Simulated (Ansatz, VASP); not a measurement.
**One calculation of SiO2, two programs**

Contents of INCAR:

```
SYSTEM = SiO2
PREC = Accurate
ENCUT = 600
EDIFF = 1E-6
ISMEAR = 0
SIGMA = 0.1
LREAL = .FALSE.
LASPH = .TRUE.
NELM = 60
ALGO = Normal
ISIF = 3
LWAVE = .FALSE.
LCHARG = .FALSE.
GGA = PE
IBRION = 2
NSW = 90
EDIFFG = -0.04
```

Contents of KPOINTS:

```
regular mesh
0
G
  6 6 6
  0 0 0
```

The input POSCAR:

```
SiO2
1.0
    1.3411522600      0.7743146200      4.3801849500
   -1.3411522600      0.7743146200      4.3801849500
    0.0000000000     -1.5486292400      4.3801849500
Si O
1 2
Direct
    0.0000000000      0.0000000000      0.0000000000
    0.2500000000      0.2500000000      0.2500000000
    0.7500000000      0.7500000000      0.7500000000
```

Input for Ansatz:

```yaml
crystal:
  lattice:
    - [1.34115226, 0.77431462, 4.38018495]
    - [-1.34115226, 0.77431462, 4.38018495]
    - [0.0, -1.54862924, 4.38018495]
  atoms:
    - { symbol: Si, position: [0.0, 0.0, 0.0] }
    - { symbol: O, position: [0.25, 0.25, 0.25] }
    - { symbol: O, position: [0.75, 0.75, 0.75] }
basis:
  ecutwfc: 420
kpoints:
  mp_grid: { grid: [6, 6, 6] }
hamiltonian:
  xc: pbe
scf:
  occupations: { method: gaussian, width: 0.1 }
  lower_state_search: "off"
output:
  forces: true
  stress: true
  eigenvalues: true
relax:
  adjacent_minimum: "off"
  f_tol: 0.04
  max_steps: 70
  cell: { stress_tol: 0.4 }
```

Change from the starting cell: ordered vacancies on the cation sites of rock salt (R-3m, No. 166).

Alike in both runs: task relaxation of cell and atoms; functional PBE; k mesh 6 × 6 × 6; occupations gaussian, width 0.1 eV; no spin polarisation.

|  | VASP | Ansatz |
| --- | --- | --- |
| version | VASP 6.6.1 | Ansatz 0.2.0 |
| potentials or method | VASP PAW PBE potentials, release 64 (Si, O), cutoff 600 eV | scalar-relativistic, plane waves, PAW |
| valence electrons in the cell | 16 | 16 |

|  | VASP | Ansatz | Ansatz less VASP |
| --- | --- | --- | --- |
| gap on the k mesh at the Fermi level, each at its own relaxed structure (eV) | 6.12 | 6.23 | +0.107 |
| relaxed volume (Å³/atom) | 10.61 | 10.91 | +0.292 |
| relaxed cell length with the largest relative difference (Å) | 5.270 | 5.415 | +0.1446 |

The k mesh is coarse, so the values compare programs but aren't converged. Noted on VASP's run: the volume moved by over 15 % at a fixed basis, so the end points are rough.
